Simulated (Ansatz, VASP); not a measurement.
## MgO: VASP beside Ansatz

The input INCAR:

```
  PREC = Accurate
  ENCUT = 520
  EDIFF = 1E-6
  ISMEAR = -1
  SIGMA = 0.05
  LREAL = False
  LASPH = True
  NELM = 100
  ALGO = Normal
  ISIF = 2
  LWAVE = False
  LCHARG = False
  GGA = PS
  NBANDS = 11
```

KPOINTS

```
regular mesh
0
Gamma
  16 16 16
```

POSCAR

```
MgO
1.0
    0.0000000000      2.2873787783      2.2873787783
    2.2873787783      0.0000000000      2.2873787783
    2.2873787783      2.2873787783      0.0000000000
Mg O
1 1
Direct
    0.0000000000      0.0000000000      0.0000000000
    0.2500000000      0.2500000000      0.2500000000
```

Input for Ansatz:

```yaml
crystal:
  lattice:
    - [0.0, 2.2873787783, 2.2873787783]
    - [2.2873787783, 0.0, 2.2873787783]
    - [2.2873787783, 2.2873787783, 0.0]
  atoms:
    - { symbol: Mg, position: [0.0, 0.0, 0.0] }
    - { symbol: O, position: [0.25, 0.25, 0.25] }
kpoints:
  mp_grid: { grid: [16, 16, 16] }
  band_path:
    path:
      - [0.0, 0.0, 0.0]
      - [-0.5, -0.5, 0.0]
      - [-0.375, -0.375, 0.25]
      - [-0.375, 0.0, 0.375]
      - [0.0, 0.0, 0.0]
      - [0.0, 0.0, 0.5]
      - [-0.5, -0.25, 0.25]
      - [-0.5, -0.5, 0.0]
    npoints: 8
scf:
  occupations: { method: fermi_dirac, width: 0.05 }
hamiltonian:
  xc: pbesol
  pseudopotentials: { kind: paw }
output:
  forces: true
  stress: true
  eigenvalues: true
  populations: true
  dos: { projected: true, de: 0.2, e_range: [-14, 8] }
  write_density: true
  write_potential: true
  elf: true
  volumetric_format: npy
```

Change from the starting cell: volume scaled by 1, PAW files.

Alike in both runs: task single point; functional PBEsol; k mesh 16 × 16 × 16; occupations fermi-dirac, width 0.05 eV; no spin polarisation.

```csv
,VASP,Ansatz
version,VASP 6.6.1,Ansatz 0.2.0
potentials or method,"VASP PAW PBE potentials, release 64 (Mg, O)","PAW with Ansatz's default frozen-core files, scalar-relativistic"
plane-wave cutoff (eV),520,420
valence electrons in the cell,8,16
```

|  | VASP | Ansatz | Ansatz less VASP |
| --- | --- | --- | --- |
| gap on the k mesh at the Fermi level (eV) | 3.49 | 3.49 | -0.002 |
| pressure (GPa) | -0.2 | 0.0 | +0.27 |

VASP's potentials were made for PBE, not for PBEsol. With one functional, cell and mesh, what is left measures potentials, basis and numerics. VASP's potentials hold 8 valence electrons a cell and Ansatz's 16, so a difference there can come from the potentials and not from the codes.
